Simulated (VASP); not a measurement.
Input of a VASP 6.6.1 run:

Contents of INCAR:

```
ALGO = Normal
EDIFF = 1E-6
ENCUT = 600
GGA = CA
GGA_COMPAT = F
ISIF = 2
ISMEAR = 0
LASPH = T
LCHARG = F
LREAL = F
LWAVE = F
NBANDS = 11
NELM = 120
PREC = Accurate
SIGMA = 0.05
```

File KPOINTS:

```
k-points
0
Gamma
  12 12 12
```

The input POSCAR:

```
C
1.0
    1.2280263465      0.7090013417      2.8449592135
   -1.2280263465      0.7090013417      2.8449592135
    0.0000000000     -1.4180026834      2.8449592135
C
2
Direct
    0.1640000000      0.1640000000      0.1640000000
    0.8360000000      0.8360000000      0.8360000000
```

Potentials or basis: VASP PAW LDA potentials, release 64 (C).

Command:

```console
$ cat potpaw_LDA.64/C/POTCAR > POTCAR
$ mpirun -np 1 vasp_std > vasp.out
```

Problem. Predict the band gap on the k mesh.

Solution. 0.95 eV, direct.

Problem. Estimate the largest force.

Solution. 0.614 eV/Å.

Forces on the atoms (eV/Å):
```
C    0.000  0.000  0.614
C    0.000  0.000 -0.614
```

Caveat: the cell differs from its parent crystal (strain -0.1500 x Voigt [0, 0, 1, 0, 0, 0]). A k mesh can miss the band edges.
